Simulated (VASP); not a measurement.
**Cl: relaxation of cell and atoms with PBEsol**

The system is Cl.

```
CELL_PARAMETERS angstrom
2.91000 0.00000 0.00000
0.00000 2.91000 0.00000
0.00000 0.00000 2.91000
ATOMIC_POSITIONS crystal
Cl 0.00000 0.00000 0.00000
```

* Program: VASP 6.6.1
* Task: relaxation of cell and atoms
* Functional: PBEsol
* Potentials or basis: VASP PAW PBE potentials, release 64 (Cl)
* Cutoff: 600 eV
* k mesh: 6 × 6 × 6
* Occupations: fermi-dirac, width 0.02 eV
* Spin: no spin polarisation
* Dipole correction: no
* Further INCAR settings: ALGO = Normal; EDIFF = 1e-06; IBRION = 2; EDIFFG = -0.03; NSW = 60; ISIF = 3

- Relaxed volume: 21.29 Å³/atom
- Relaxed cell: a = 2.772 Å, b = 2.772 Å, c = 2.772 Å, α = 90.00°, β = 90.00°, γ = 90.00°
- Space group after relaxing (to 0.05 Å): Pm-3m (No. 221)
- Energy gained by relaxing: 60.5 meV/atom
- Ionic steps: 3
- Pressure after relaxing: -0.1 GPa

The path:
```tsv
step	energy change (eV)	largest force (eV/Å)	pressure (GPa)	volume (Å³)
1	0.0000	0.0000	-4.84	24.64
2	-0.0558	0.0000	-1.70	22.08
3	-0.0605	0.0000	-0.14	21.29
```

Final structure:
```cif
data_structure
_symmetry_space_group_name_H-M 'P 1'
_symmetry_Int_Tables_number 1
_cell_length_a 2.7718
_cell_length_b 2.7718
_cell_length_c 2.7718
_cell_angle_alpha 90.000
_cell_angle_beta 90.000
_cell_angle_gamma 90.000
_cell_volume 21.29
loop_
_atom_site_label
_atom_site_type_symbol
_atom_site_fract_x
_atom_site_fract_y
_atom_site_fract_z
_atom_site_occupancy
Cl1 Cl 0.00000 0.00000 0.00000 1
```

Levels at points of the mesh, in eV from the Fermi level:
```
           k point  band 1  band 2  band 3  band 4  band 5  band 6  band 7
(0.00, 0.00, 0.00)  -16.29    0.00    0.00    0.00    8.34    9.98    9.98
(0.50, 0.00, 0.00)  -14.93   -5.72    0.72    0.72   11.67   12.02   13.48
(0.50, 0.50, 0.00)  -13.66   -4.37   -4.37    1.36    5.93   13.84   16.84
(0.50, 0.50, 0.50)  -12.44   -3.26   -3.26   -3.26    8.60    8.60    8.60
```

Wall time 7.8 s on 1 thread of Intel Xeon 8259CL, on a shared host, peak memory 0.13 GiB.

Caveat: the PAW data sets were made with another functional, which shifts forces and pressure a little; an odd number of electrons without spin polarisation forces a metal; a magnetic or distorted state may lie lower.
